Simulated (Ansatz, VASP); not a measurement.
# One calculation of WCl4F2, two programs

```xyz
7
Lattice="6.5602 -0.0249 -0.0290 3.2014 5.9996 0.0019 3.2010 2.0469 5.8457" Properties=species:S:1:pos:R:3 pbc="T T T"
W     6.3837    8.0131    5.8065
Cl    7.4344    6.2995    4.7230
Cl    8.6350    4.4779    1.3138
Cl    4.3197    3.5798    4.5646
Cl    7.9969    2.0046    4.3023
F     5.7557    1.3538    0.8851
F     4.5772    6.0179    1.2162
```

Alike in both runs: functional PBE; k mesh 6 × 6 × 6; occupations gaussian, width 0.02 eV; no spin polarisation.

Ansatz relaxed the structure, and its values are those at the end. VASP's run is a single point on that final structure, the one shown.

|  | VASP | Ansatz |
| --- | --- | --- |
| version | VASP 6.6.1 | Ansatz 0.2.0 |
| potentials or method | VASP PAW PBE potentials, release 64 (W_sv, Cl, F), cutoff 520 eV | scalar-relativistic, plane waves, PAW |
| valence electrons in the cell | 56 | 56 |

```csv
,VASP,Ansatz,Ansatz less VASP
gap on the k mesh at the Fermi level (eV),2.34,2.34,-0.004
least direct gap on the mesh (eV),2.37,2.36,-0.005
pressure (GPa),0.2,0.0,-0.20
rms of the force components (eV/Å),0.170,0.001,-0.1695
```

One of these differences is far larger than is usual between the two programs; its cause wasn't traced.

Neither program's run includes spin-orbit coupling.
